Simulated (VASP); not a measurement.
# SrO (P1) in VASP: further runs, part 3 of 3

VASP 6.6.1. Earlier steps stand in the parts before.

## (4) Single point, PBEsol

File INCAR:

```
SYSTEM = SrO
PREC = Accurate
ENCUT = 520
EDIFF = 1E-6
ISMEAR = -1
SIGMA = 0.2241
LREAL = Auto
LASPH = .True.
NELM = 80
ALGO = Normal
ISIF = 2
LWAVE = .False.
LCHARG = .False.
GGA = PS
NBANDS = 78
```

File KPOINTS:

```
Automatic mesh
0
Gamma
  2 2 2
  0.5 0.5 0.5
```

File POSCAR:

```
SrO
1.0
   -5.3055068814      5.3055068814      0.0000000000
   -5.3055068814      0.0000000000      5.3055068814
    0.0000000000      5.3055068814      5.3055068814
Sr O
8 8
Direct
    0.0407687719     -0.0594563360      0.0381030511
    0.4541478418      0.0615838425     -0.0052416292
   -0.0390092793      0.5324935135      0.0055327419
    0.0080328800     -0.0148650264      0.4734114112
    0.5176958699      0.5500775072     -0.1086497507
    0.4846759334      0.0973996475      0.4160048322
   -0.0234277333      0.4095614328      0.5551501611
    0.5035265357      0.6028791540      0.4036156295
    0.7806421879      0.7375933323      0.7011308407
    0.1888685704      0.7585722891      0.7635878325
    0.7201074441      0.2393863637      0.7430468168
    0.7818542305      0.7143266581      0.2734025292
    0.2765521811      0.1979532820      0.7677214621
    0.2789313129      0.7542585637      0.2292227731
    0.7381908247      0.2694853728      0.3124090755
    0.2524424207      0.2875674340      0.1958674304
```

Potentials or basis: VASP PAW PBE potentials, release 64 (Sr_sv, O).

Command:

```
$ cat potpaw_PBE.64/Sr_sv/POTCAR potpaw_PBE.64/O/POTCAR > POTCAR
$ mpirun -np 1 vasp_std > vasp.out
```

OUTCAR:

```text
SYSTEM = SrO
   PREC = Accurate
   ENCUT = 520
   EDIFF = 1E-6
   ISMEAR = -1
   LREAL = Auto
   LASPH = .True.
   NELM = 80
   ISIF = 2
   GGA = PS

 ion  position               nearest neighbor table
   1  0.041  0.941  0.038-  14 2.29  10 2.52  12 2.58  13 2.62  15 3.21  11 3.27   4 3.32   5 3.38
                             2 3.47   3 3.54   7 3.61   6 3.66   7 3.97   3 4.07   6 4.14   2 4.18
   2  0.454  0.062  0.995-  13 2.21  16 2.27  11 2.39  14 2.61  12 3.24   8 3.27   9 3.28   6 3.43
                             1 3.47   4 3.50   5 3.58   3 3.62   3 3.89   5 4.04   4 4.06   6 4.11
   3  0.961  0.532  0.006-  10 2.41  12 2.43  16 2.58  15 2.63   9 2.63  13 3.07   8 3.24   1 3.54
                             2 3.62   4 3.72   5 3.76   7 3.80   4 3.83   7 3.86   5 3.88   2 3.89
   4  0.008  0.985  0.473-  15 2.38   9 2.52  10 2.53  14 2.53  11 2.79  16 2.91   1 3.32   8 3.35
                             7 3.41   2 3.50   3 3.72   6 3.79   3 3.83   6 3.85   2 4.06   7 4.16
   5  0.518  0.550  0.891-   9 2.42  11 2.52  10 2.54  16 2.82  14 2.93   7 3.11   1 3.38  15 3.50
                             8 3.53   2 3.58   6 3.69   3 3.76   6 3.86   3 3.88   8 4.00   2 4.04
   6  0.485  0.097  0.416-  16 2.42  15 2.42  13 2.58  12 2.94   9 3.13   7 3.26  10 3.38   2 3.43
                             1 3.66   5 3.69   8 3.69   4 3.79   8 3.82   4 3.85   5 3.86   2 4.11
[... 1483 lines left out ...]
     76       7.1111      0.00000
 [bands above 76 left out]

------------------------ aborting loop because EDIFF is reached ----------------------------------------

  FORCE on cell =-STRESS in cart. coord.  units (eV):
  Direction    XX          YY          ZZ          XY          YZ          ZX
  --------------------------------------------------------------------------------------
  -------------------------------------------------------------------------------------
  Total       -1.8265841      2.6565820     -2.1432799     -3.8889743     -0.9879256      2.1403477
  in kB       -9.7980492     14.2502723    -11.4968493    -20.8609947     -5.2993694     11.4811204
  external PRESSURE =      -2.3482087 kB  Pullay stress =       0.0000000 kB

 VOLUME and BASIS-vectors are now :
 -----------------------------------------------------------------------------
  energy-cutoff  :      520.00
  volume of cell :      298.68
      direct lattice vectors                 reciprocal lattice vectors
    -5.305506881  5.305506881  0.000000000    -0.094241702  0.094241702 -0.094241702
    -5.305506881  0.000000000  5.305506881    -0.094241702 -0.094241702  0.094241702
     0.000000000  5.305506881  5.305506881     0.094241702  0.094241702  0.094241702

 POSITION                                       TOTAL-FORCE (eV/Angst)
 -----------------------------------------------------------------------------------
     -5.20636      0.41845      5.19222         0.303744     -1.378465     -0.424960
     -2.73622      7.68718      5.60443        -1.035789     -0.007837     -2.065123
     -7.92369      5.12790      2.85450        -0.372826      0.159483     -0.989511
     -5.26926      2.55431      7.73833         1.510713      0.183553      1.314894
     -5.66508      7.47570      7.64750         0.819211     -0.297072      0.935623
     -3.08821      4.77857      2.72387        -0.290810      2.209858      0.630610
[... 8 lines left out ...]
     -5.34623      5.57397      3.08724        -0.224413     -1.307745     -1.238916
     -2.86503      2.37851      2.56487         0.379797      0.608486      1.090217
 -----------------------------------------------------------------------------------
    total drift:                               -0.006062     -0.009796     -0.001918

  FREE ENERGIE OF THE ION-ELECTRON SYSTEM (eV)
  ---------------------------------------------------
  free  energy   TOTEN  =       -95.4507767463 eV

  energy  without entropy=      -95.4442134533  energy(sigma->0) =      -95.44749510
```

OSZICAR:

```text
N       E                     dE             d eps       ncg     rms          rms(c)
DAV:   1     0.924910427260E+03    0.92491E+03   -0.65945E+04  2496   0.156E+03
DAV:   2    -0.310512577449E+02   -0.95596E+03   -0.92492E+03  3184   0.369E+02
DAV:   3    -0.110196479489E+03   -0.79145E+02   -0.78665E+02  3200   0.956E+01
DAV:   4    -0.114040724342E+03   -0.38442E+01   -0.38354E+01  3792   0.196E+01
DAV:   5    -0.114230929554E+03   -0.19021E+00   -0.19018E+00  3544   0.326E+00    0.564E+01
DAV:   6    -0.962644044199E+02    0.17967E+02   -0.11720E+02  2946   0.316E+01    0.645E+01
DAV:   7    -0.959246885597E+02    0.33972E+00   -0.11471E+01  3104   0.109E+01    0.385E+01
DAV:   8    -0.955308276850E+02    0.39386E+00   -0.39213E+00  3000   0.722E+00    0.867E+00
DAV:   9    -0.954335141542E+02    0.97314E-01   -0.61982E-01  3216   0.309E+00    0.301E+00
DAV:  10    -0.954480761057E+02   -0.14562E-01   -0.10274E-01  3384   0.938E-01    0.865E-01
DAV:  11    -0.954506228161E+02   -0.25467E-02   -0.12741E-02  3872   0.479E-01    0.364E-01
DAV:  12    -0.954504637731E+02    0.15904E-03   -0.38009E-03  3464   0.281E-01    0.198E-01
DAV:  13    -0.954507213100E+02   -0.25754E-03   -0.13357E-03  2920   0.120E-01    0.914E-02
DAV:  14    -0.954507724994E+02   -0.51189E-04   -0.29606E-04  3352   0.659E-02    0.274E-02
DAV:  15    -0.954507763755E+02   -0.38761E-05   -0.35307E-05  3280   0.251E-02    0.187E-02
DAV:  16    -0.954507767463E+02   -0.37078E-06   -0.80819E-06  2592   0.110E-02
   1 F= -.95450777E+02 E0= -.95447495E+02  d E =-.656329E-02
```

stdout:

```text
POSCAR found type information on POSCAR SrO
 POSCAR found :  2 types and      16 ions
 scaLAPACK will be used
 -----------------------------------------------------------------------------
|                                                                             |
|                                                                             |
|     You enforced a specific xc type in the INCAR file but a different       |
|     I HOPE YOU KNOW WHAT YOU ARE DOING!                                     |
|                                                                             |
 -----------------------------------------------------------------------------

 LDA part: xc-table for (Slater+PW92), standard interpolation
 POSCAR, INCAR and KPOINTS ok, starting setup
 FFT: planning ... GRIDC
 FFT: planning ... GRID_SOFT
 FFT: planning ... GRID
 WAVECAR not read
 entering main loop
```

It took 8.5 min on 1 thread of Intel Xeon Platinum 8559C (Emerald Rapids), shared host; peak memory 0.54 GiB.

What came out:

```
Free energy            : -95.4508 eV
Pressure               : -0.2 GPa
Largest force          : 4.126 eV/Å
Band gap on the k mesh : 3.23 eV
```

Forces on the atoms (eV/Å):
```
Sr   0.304 -1.378 -0.425
Sr  -1.036 -0.008 -2.065
Sr  -0.373  0.159 -0.990
Sr   1.511  0.184  1.315
Sr   0.819 -0.297  0.936
Sr  -0.291  2.210  0.631
Sr  -2.034 -0.528  0.151
Sr   2.945  2.889  0.022
O    0.591  0.399 -0.194
O   -1.252  0.492 -0.193
O   -0.632  0.650  0.854
O   -1.464 -0.299  0.523
O    0.962 -2.098 -0.209
O   -0.207 -1.675 -0.206
O   -0.224 -1.308 -1.239
O    0.380  0.608  1.090
```

Stress tensor (GPa, compression positive):
```
-0.98 -2.09  1.15
-2.09  1.43 -0.53
 1.15 -0.53 -1.15
```

Caveat: the atoms stand as in a frame of molecular dynamics; the PAW data sets were made with another functional, which shifts forces and pressure a little; a shifted mesh leaves out Γ, where band edges can lie. A k mesh can miss the band edges.

## (5) Overview

```csv
cell,gap on the mesh (eV),pressure (GPa),largest force (eV/Å)
"as given, atomic positions A",3.26,-2.5,3.44
"as given, atomic positions B",2.67,-0.6,4.38
"as given, atomic positions C",3.23,-0.2,4.13
```

Alike in all rows: task single point; level PBEsol; potentials or basis VASP PAW PBE potentials, release 64 (Sr_sv, O); no spin polarisation; k mesh 2 × 2 × 2, shifted; cutoff (eV) 520; smearing fermi-dirac 0.2241 eV.

Caveats: the atoms stand as in a frame of molecular dynamics; the PAW data sets were made with another functional, which shifts forces and pressure a little; a shifted mesh leaves out Γ, where band edges can lie.

Total energies depend on the potentials used, so only differences within one code and one set of settings carry meaning.
